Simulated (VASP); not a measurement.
# SiNi2 (P-3m1) in VASP: further runs

SiNi2 is run at these levels: PBEsol; tasks: single point.

All numbers are computed with VASP 6.6.1; they aren't measurements. Logs are shortened: lines on timing, memory, paths and dates and some standing lists are left out, and cuts for length are marked.

## Step 1: The cell of the first run

Symmetry: P-3m1, No. 164, trigonal system. Conventional cell: a = 3.868 Å, b = 3.868 Å, c = 4.917 Å, α = 90.00°, β = 90.00°, γ = 120.00°. Within 3.0 Å of Si (site symmetry 3m) lie 11 Ni at 2.29 to 2.67 Å and 3 Si at 2.99 Å. Ni (site symmetry -3m) has 6 Si at 2.45 Å and 8 Ni at 2.46 to 2.69 Å within 3.2 Å. Ni (site symmetry -3m) has 8 Ni at 2.43 to 2.46 Å and 6 Si at 2.67 Å within 3.2 Å. Within 3.0 Å of Ni (site symmetry 3m) lie 5 Si at 2.29 to 2.49 Å and 9 Ni at 2.43 to 2.95 Å.

## Step 2: Single point, PBEsol (mode 4 (122.1 1/cm) frozen in, largest displacement +0.263 Å)

The input, INCAR:

```
ALGO = Fast
EDIFF = 1E-6
ENCUT = 520
GGA = PS
ISIF = 2
ISMEAR = 0
LASPH = True
LCHARG = False
LREAL = False
LWAVE = False
NBANDS = 33
NELM = 80
PREC = Accurate
SIGMA = 0.15
```

The input, KPOINTS:

```
k-points
0
Gamma
  12 12 10
```

The input, POSCAR:

```
SiNi2
1.0
    3.8684636248      0.0000000000      0.0000000000
   -1.9342318124      3.3501877727      0.0000000000
    0.0000000000      0.0000000000      4.9169852794
Si Ni
2 4
Direct
    0.3333333333      0.6666666667      0.7976092426
    0.6666666667      0.3333333333      0.2023907574
    0.0000000000      0.0000000000      0.0000000000
    0.0000000000      0.0000000000      0.5000000000
    0.3333333333      0.6666666667      0.3033863709
    0.6666666667      0.3333333333      0.6966136291
```

Potentials or basis: VASP PAW PBE potentials, release 64 (Si, Ni).

Run with:

```
> cat potpaw_PBE.64/Si/POTCAR potpaw_PBE.64/Ni/POTCAR > POTCAR
> mpirun -np 1 vasp_std > vasp.out
```

OUTCAR:

```text
EDIFF = 1E-6
   ENCUT = 520
   GGA = PS
   ISIF = 2
   ISMEAR = 0
   LASPH = True
   LREAL = False
   NELM = 80
   PREC = Accurate

 ion  position               nearest neighbor table
   1  0.333  0.667  0.798-   6 2.29   6 2.29   6 2.29   5 2.43   3 2.45   3 2.45   3 2.45   5 2.49
                             4 2.67   4 2.67   4 2.67   2 2.99   2 2.99   2 2.99
   2  0.667  0.333  0.202-   5 2.29   5 2.29   5 2.29   6 2.43   3 2.45   3 2.45   3 2.45   6 2.49
                             4 2.67   4 2.67   4 2.67   1 2.99   1 2.99   1 2.99
   3  0.000  0.000  0.000-   1 2.45   2 2.45   2 2.45   1 2.45   2 2.45   1 2.45   4 2.46   4 2.46
                             6 2.69   5 2.69   6 2.69   5 2.69   5 2.69   6 2.69
   4  0.000  0.000  0.500-   5 2.43   6 2.43   6 2.43   5 2.43   6 2.43   5 2.43   3 2.46   3 2.46
                             1 2.67   2 2.67   1 2.67   2 2.67   2 2.67   1 2.67
   5  0.333  0.667  0.303-   2 2.29   2 2.29   2 2.29   1 2.43   4 2.43   4 2.43   4 2.43   1 2.49
                             3 2.69   3 2.69   3 2.69   6 2.95   6 2.95   6 2.95
   6  0.667  0.333  0.697-   1 2.29   1 2.29   1 2.29   2 2.43   4 2.43   4 2.43   4 2.43   2 2.49
                             3 2.69   3 2.69   3 2.69   5 2.95   5 2.95   5 2.95

  LATTYP: Found a hexagonal cell.
 ALAT       =     3.8684636248
 C/A-ratio  =     1.2710434313

  Lattice vectors:

 A1 = (   3.8684636248,   0.0000000000,   0.0000000000)
 A2 = (  -1.9342318124,   3.3501877727,   0.0000000000)
 A3 = (   0.0000000000,   0.0000000000,   4.9169852794)

Analysis of symmetry for initial positions (statically):
=====================================================================
 Subroutine PRICEL returns:
 Original cell was already a primitive cell.

 Routine SETGRP: Setting up the symmetry group for a
 hexagonal supercell.

 Subroutine GETGRP returns: Found 12 space group operations
 (whereof 12 operations were pure point group operations)
 out of a pool of 24 trial point group operations.

The static configuration has the point symmetry D_3d.

Analysis of symmetry for dynamics (positions and initial velocities):
=====================================================================
 Subroutine PRICEL returns:
 Original cell was already a primitive cell.

 Routine SETGRP: Setting up the symmetry group for a
 hexagonal supercell.

 Subroutine GETGRP returns: Found 12 space group operations
 (whereof 12 operations were pure point group operations)
 out of a pool of 24 trial point group operations.

The dynamic configuration has the point symmetry D_3d.

 Subroutine INISYM returns: Found 12 space group operations
 (whereof 12 operations are pure point group operations),
 and found     1 'primitive' translations

----------------------------------------------------------------------------------------

                                     Primitive cell

  volume of cell :      63.7245

  direct lattice vectors                    reciprocal lattice vectors
     3.868463625  0.000000000  0.000000000     0.258500557  0.149245366  0.000000000
    -1.934231812  3.350187773  0.000000000     0.000000000  0.298490732  0.000000000
     0.000000000  0.000000000  4.916985279     0.000000000  0.000000000  0.203376651

  length of vectors
     3.868463625  3.868463625  4.916985279     0.298490732  0.298490732  0.203376651

  position of ions in fractional coordinates (direct lattice)
     0.333333333  0.666666667  0.797609243
     0.666666667  0.333333333  0.202390757
     0.000000000  0.000000000  0.000000000
     0.000000000  0.000000000  0.500000000
     0.333333333  0.666666667  0.303386371
     0.666666667  0.333333333  0.696613629

  ion indices of the primitive-cell ions
   primitive index   ion index
                 1           1
                 2           2
                 3           3
                 4           4
                 5           5
                 6           6

----------------------------------------------------------------------------------------

 KPOINTS: k-points

Automatic generation of k-mesh.
 Grid dimensions read from file:
 generate k-points for:   12   12   10

 Generating k-lattice:

  Cartesian coordinates                     Fractional coordinates (reciprocal lattice)
     0.021541713  0.012437114  0.000000000     0.083333333  0.000000000  0.000000000
     0.000000000  0.024874228  0.000000000     0.000000000  0.083333333  0.000000000
     0.000000000  0.000000000  0.020337665     0.000000000  0.000000000  0.100000000

  Length of vectors
     0.024874228  0.024874228  0.020337665

  Shift w.r.t. Gamma in fractional coordinates (k-lattice)
     0.000000000  0.000000000  0.000000000

 Subroutine IBZKPT returns following result:
 ===========================================

 Found    162 irreducible k-points:

 Following reciprocal coordinates:
            Coordinates               Weight
  0.000000  0.000000  0.000000      1.000000
  0.083333  0.000000  0.000000      6.000000
  0.166667  0.000000  0.000000      6.000000
  0.250000  0.000000  0.000000      6.000000
  0.333333  0.000000  0.000000      6.000000
  0.416667  0.000000  0.000000      6.000000
[... 16 lines left out ...]
  0.166667  0.000000  0.100000      6.000000
  0.000000  0.166667  0.100000      6.000000
 [... further k-points ...]
   k-points           NKPTS =    162   k-points in BZ     NKDIM =    162   number of bands    NBANDS=     33
   number of dos      NEDOS =    301   number of ions     NIONS =      6
   total plane-waves  NPLWV =  36000
   dimension x,y,z NGX =    30 NGY =   30 NGZ =   40
   dimension x,y,z NGXF=    60 NGYF=   60 NGZF=   80
   ions per type =               2   4
   NGX,Y,Z   is equivalent  to a cutoff of  12.89, 12.89, 13.52 a.u.
   NGXF,Y,Z  is equivalent  to a cutoff of  25.78, 25.78, 27.05 a.u.
 SYSTEM =  unknown system
   PREC   = accura    normal or accurate (medium, high low for compatibility)
   ISTART =      0    job   : 0-new  1-cont  2-samecut
   ICHARG =      2    charge: 1-file 2-atom 10-const
   ISPIN  =      1    spin polarized calculation?
   LNONCOLLINEAR =      F non collinear calculations
   LSORBIT =      F    spin-orbit coupling
   LASPH  =      T    aspherical Exc in radial PAW
   ENCUT  =  520.0 eV  38.22 Ry    6.18 a.u.   7.19  7.19  9.14*2*pi/ulx,y,z
   NELM   =     80;   NELMIN=  2; NELMDL= -5     # of ELM steps
   EDIFF  = 0.1E-05   stopping-criterion for ELM
   LREAL  =      F    real-space projection
   EDIFFG = 0.1E-04   stopping-criterion for IOM
   NSW    =      0    number of steps for IOM
   IBRION =     -1    ionic relax: 0-MD 1-quasi-New 2-CG
   NFREE  =      0    steps in history (QN), initial steepest desc. (CG)
   ISIF   =      2    stress and relaxation
   ISYM   =      2    0-nonsym 1-usesym 2-fastsym
   POTIM  = 0.5000    time-step for ionic-motion
   TEBEG  =    0.0;   TEEND  =   0.0 temperature during run
   PSTRESS=    0.0 pullay stress
   NELECT =      48.0000    total number of electrons
   NUPDOWN=      -1.0000    fix difference up-down
   EMIN   =  10.00;   EMAX   =-10.00  energy-range for DOS
   EFERMI =   0.00;   METHOD = LEGACY
   ISMEAR =     0;   SIGMA  =   0.15  broadening in eV -4-tet -1-fermi 0-gaus
   EFERMI_NEDOS =   21; number of points for ismear=-14 and -15
   IALGO  =     68    algorithm
   IMIX   =      4    mixing-type and parameters
     AMIX     =   0.40;   BMIX     =  1.00
     AMIX_MAG =   1.60;   BMIX_MAG =  1.00
  volume/ion in A,a.u.               =      10.62        71.67
  Fermi-wavevector in a.u.,A,eV,Ry     =   1.489543  2.814828 30.187769  2.218738
  Thomas-Fermi vector in A             =   2.602438
   LORBIT       =      0    0 simple, 1 ext, 2 COOP (PROOUT), +10 PAW based schemes
   GGA     = PS    functional components
   LHFCALC =     F    Hartree Fock is set to
   AEXX    =    0.0000 exact exchange contribution
   IVDW    =     0    specifies the selected vdW correction
   LEPSILON=     F    determine dielectric tensor
   LRPA    =     F    only Hartree local field effects (RPA)
 non-spin polarized calculation
 RMM-DIIS sequential band-by-band and
 Gauss-broadening in eV      SIGMA  =   0.15
  energy-cutoff  :      520.00
  volume of cell :       63.72
 maximum number of plane-waves:      1737
 NGX is ok and might be reduce to    30
   NGX = 15   NGY = 15   NGZ = 19

 number of electron      47.9999988 magnetization

 Free energy of the ion-electron system (eV)
  ---------------------------------------------------
  ext. energy  EPLUGINS =         0.00000000
  ---------------------------------------------------
  free energy    TOTEN  =       -39.27678104 eV

  energy without entropy =      -39.23752775  energy(sigma->0) =      -39.25715440

 E-fermi :  11.4632     XC(G=0): -13.2223

 val. band max:       11.4630307278   @ k =  -0.0833   0.3333   0.4000
 cond. band min:      11.4653693641   @ k =   0.1667   0.0000   0.0000
 fundamental gap:      0.0023386363
 Fermi energy:        11.4631744899

 k-point     1 :       0.0000    0.0000    0.0000
  band No.  band energies     occupation
      1      -1.4842      2.00000
      2       3.3434      2.00000
      3       4.6942      2.00000
      4       6.3433      2.00000
      5       6.3433      2.00000
      6       7.4620      2.00000
[... 25 lines left out ...]
     32      17.0458      0.00000
     33      20.1503      0.00000

 k-point     2 :       0.0833    0.0000    0.0000
  band No.  band energies     occupation
      1      -1.3936      2.00000
      2       3.3522      2.00000
      3       4.7659      2.00000
      4       6.3088      2.00000
      5       6.3848      2.00000
      6       7.2676      2.00000
[... 25 lines left out ...]
     32      17.4855      0.00000
     33      19.1678      0.00000
[... 754 lines left out ...]
     32      17.6122      0.00000
     33      18.8978      0.00000

 k-point    24 :       0.0000    0.1667    0.1000
  band No.  band energies     occupation
      1      -1.0674      2.00000
      2       3.0791      2.00000
      3       5.1151      2.00000
      4       6.2390      2.00000
      5       6.4733      2.00000
      6       6.7872      2.00000
[... 25 lines left out ...]
     32      18.0487      0.00000
     33      18.5141      0.00000

 [... further k-points ...]

------------------------ aborting loop because EDIFF is reached ----------------------------------------

  FORCE on cell =-STRESS in cart. coord.  units (eV):
  Direction    XX          YY          ZZ          XY          YZ          ZX
  --------------------------------------------------------------------------------------
  -------------------------------------------------------------------------------------
  Total        0.1152705      0.1152705     -0.9423654     -0.0000000     -0.0000000      0.0000000
  in kB        2.8981590      2.8981590    -23.6931784     -0.0000000     -0.0000000      0.0000000
  external PRESSURE =      -5.9656201 kB  Pullay stress =       0.0000000 kB

 VOLUME and BASIS-vectors are now :
 -----------------------------------------------------------------------------
  energy-cutoff  :      520.00
  volume of cell :       63.72
      direct lattice vectors                 reciprocal lattice vectors
     3.868463625  0.000000000  0.000000000     0.258500557  0.149245366  0.000000000
    -1.934231812  3.350187773  0.000000000     0.000000000  0.298490732  0.000000000
     0.000000000  0.000000000  4.916985279     0.000000000  0.000000000  0.203376651

 POSITION                                       TOTAL-FORCE (eV/Angst)
 -----------------------------------------------------------------------------------
     -0.00000      2.23346      3.92183        -0.000000     -0.000000     -0.427136
      1.93423      1.11673      0.99515         0.000000      0.000000      0.427136
      0.00000      0.00000      0.00000         0.000000      0.000000      0.000000
      0.00000      0.00000      2.45849         0.000000      0.000000      0.000000
     -0.00000      2.23346      1.49175         0.000000     -0.000000     -0.739428
      1.93423      1.11673      3.42524        -0.000000      0.000000      0.739428
 -----------------------------------------------------------------------------------
    total drift:                                0.000000      0.000000     -0.000000

  FREE ENERGIE OF THE ION-ELECTRON SYSTEM (eV)
  ---------------------------------------------------
  free  energy   TOTEN  =       -39.2767810417 eV

  energy  without entropy=      -39.2375277539  energy(sigma->0) =      -39.25715440
```

Run time: 3.3 min. Hardware: 1 thread of Intel Xeon 6975P-C (Granite Rapids), shared host; peak memory 0.37 GiB.

What came out:

```
Free energy            : -39.2768 eV
Pressure               : -0.6 GPa
Largest force          : 0.739 eV/Å
Band gap on the k mesh : zero (band 24 reaches 14.43 eV, above the bottom of band 25 at 10.95 eV)
```

Forces on the atoms (eV/Å):
```
Si   0.000  0.000 -0.427
Si   0.000  0.000  0.427
Ni   0.000  0.000  0.000
Ni   0.000  0.000  0.000
Ni   0.000  0.000 -0.739
Ni   0.000  0.000  0.739
```

Caveat: the cell differs from its parent crystal (mode 4 (122.1 1/cm) frozen in, largest displacement +0.263 Å); the PAW data sets were made with another functional, which shifts forces and pressure a little. Spin polarisation is off, so any magnetic state and its effect on volume and gap are missing.

## Step 3: Single point, PBEsol (mode 4 (122.1 1/cm) frozen in, largest displacement +0.188 Å)

The input, INCAR:

```
SYSTEM = SiNi2
PREC = Accurate
ENCUT = 520
EDIFF = 1E-6
ISMEAR = 0
SIGMA = 0.15
LREAL = .False.
LASPH = .True.
NELM = 80
ALGO = Fast
ISIF = 2
LWAVE = .False.
LCHARG = .False.
GGA = PS
NBANDS = 33
```

The input, KPOINTS:

```
regular mesh
0
Gamma
  12 12 10
  0 0 0
```

The input, POSCAR:

```
SiNi2
1.0
    3.8684636248      0.0000000000      0.0000000000
   -1.9342318124      3.3501877727      0.0000000000
    0.0000000000      0.0000000000      4.9169852794
Si Ni
2 4
Direct
    0.3333333333      0.6666666667      0.7840066018
    0.6666666667      0.3333333333      0.2159933982
    0.0000000000      0.0000000000      0.0000000000
    0.0000000000      0.0000000000      0.5000000000
    0.3333333333      0.6666666667      0.2881331221
    0.6666666667      0.3333333333      0.7118668779
```

Potentials or basis: VASP PAW PBE potentials, release 64 (Si, Ni).

Run with:

```
> cat potpaw_PBE.64/Si/POTCAR potpaw_PBE.64/Ni/POTCAR > POTCAR
> mpirun -np 1 vasp_std > vasp.out
```

Wall time 3.3 min (1 thread of Intel Xeon 6975P-C (Granite Rapids), shared host); peak memory 0.37 GiB.

It converged, with:

```yaml
Free_energy: -39.4209 eV
Pressure: -0.3 GPa
Largest_force: 0.551 eV/Å
Band_gap_on_the_k_mesh: zero (band 24 reaches 14.25 eV, above the bottom of band 25 at 10.90 eV)
```

Forces on the atoms (eV/Å):
```
Si   0.000  0.000 -0.279
Si   0.000  0.000  0.279
Ni   0.000  0.000  0.000
Ni   0.000  0.000  0.000
Ni   0.000  0.000 -0.551
Ni   0.000  0.000  0.551
```

Stress tensor (GPa, compression positive):
```
 0.18  0.00  0.00
 0.00  0.18  0.00
 0.00  0.00 -1.18
```

Levels at points of the mesh, in eV from the Fermi level:
| k point | band 20 | band 21 | band 22 | band 23 | band 24 | band 25 | band 26 | band 27 | band 28 | band 29 |
| --- | --- | --- | --- | --- | --- | --- | --- | --- | --- | --- |
| (0.00, 0.00, 0.00) | -1.07 | -0.71 | -0.71 | 0.16 | 2.29 | 2.59 | 2.59 | 2.85 | 2.85 | 3.88 |
| (0.50, 0.00, 0.00) | -1.32 | -1.27 | -1.05 | -0.76 | -0.58 | -0.46 | 0.94 | 1.90 | 3.06 | 3.98 |
| (0.00, 0.00, 0.50) | -1.10 | -1.09 | -1.09 | 1.59 | 2.82 | 3.07 | 3.07 | 3.40 | 3.40 | 3.48 |
| (0.50, 0.00, 0.50) | -1.43 | -1.39 | -1.06 | -0.92 | -0.75 | 0.84 | 1.02 | 2.41 | 3.44 | 5.47 |

Caveat: the cell differs from its parent crystal (mode 4 (122.1 1/cm) frozen in, largest displacement +0.188 Å); the PAW data sets were made with another functional, which shifts forces and pressure a little.

## Step 4: Single point, PBEsol (mode 4 (122.1 1/cm) frozen in, largest displacement +0.113 Å)

INCAR is that of step 3.

KPOINTS is that of step 3.

The input, POSCAR:

```
SiNi2
1.0
    3.8684636248      0.0000000000      0.0000000000
   -1.9342318124      3.3501877727      0.0000000000
    0.0000000000      0.0000000000      4.9169852794
Si Ni
2 4
Direct
    0.3333333333      0.6666666667      0.7704039611
    0.6666666667      0.3333333333      0.2295960389
    0.0000000000      0.0000000000      0.0000000000
    0.0000000000      0.0000000000      0.5000000000
    0.3333333333      0.6666666667      0.2728798733
    0.6666666667      0.3333333333      0.7271201267
```

Run with:

```
> cat potpaw_PBE.64/Si/POTCAR potpaw_PBE.64/Ni/POTCAR > POTCAR
> mpirun -np 1 vasp_std > vasp.out
```

It took 3.5 min on 1 thread of Intel Xeon 6975P-C (Granite Rapids), shared host; peak memory 0.37 GiB.

Results (log left out):

```yaml
Free_energy: -39.5169 eV
Pressure: 0.1 GPa
Largest_force: 0.341 eV/Å
Band_gap_on_the_k_mesh: zero (band 24 reaches 14.02 eV, above the bottom of band 25 at 10.80 eV)
```

Forces on the atoms (eV/Å):
```
Si   0.000  0.000 -0.157
Si   0.000  0.000  0.157
Ni   0.000  0.000  0.000
Ni   0.000  0.000  0.000
Ni   0.000  0.000 -0.341
Ni   0.000  0.000  0.341
```

Stress tensor (GPa, compression positive):
```
 0.28  0.00  0.00
 0.00  0.28  0.00
 0.00  0.00 -0.34
```

Levels at points of the mesh, in eV from the Fermi level:
```
           k point  band 21  band 22  band 23  band 24  band 25  band 26  band 27  band 28
(0.00, 0.00, 0.00)    -0.67    -0.67     0.15     2.52     2.69     2.69     2.87     2.87
(0.50, 0.00, 0.00)    -1.35    -1.15    -0.76    -0.73    -0.57     1.10     1.89     3.04
(0.00, 0.00, 0.50)    -1.17    -1.17     1.84     2.60     3.17     3.17     3.49     3.49
(0.50, 0.00, 0.50)    -1.44    -1.15    -0.96    -0.83     0.89     1.02     2.63     3.27
```

Caveat: the cell differs from its parent crystal (mode 4 (122.1 1/cm) frozen in, largest displacement +0.113 Å); the PAW data sets were made with another functional, which shifts forces and pressure a little.
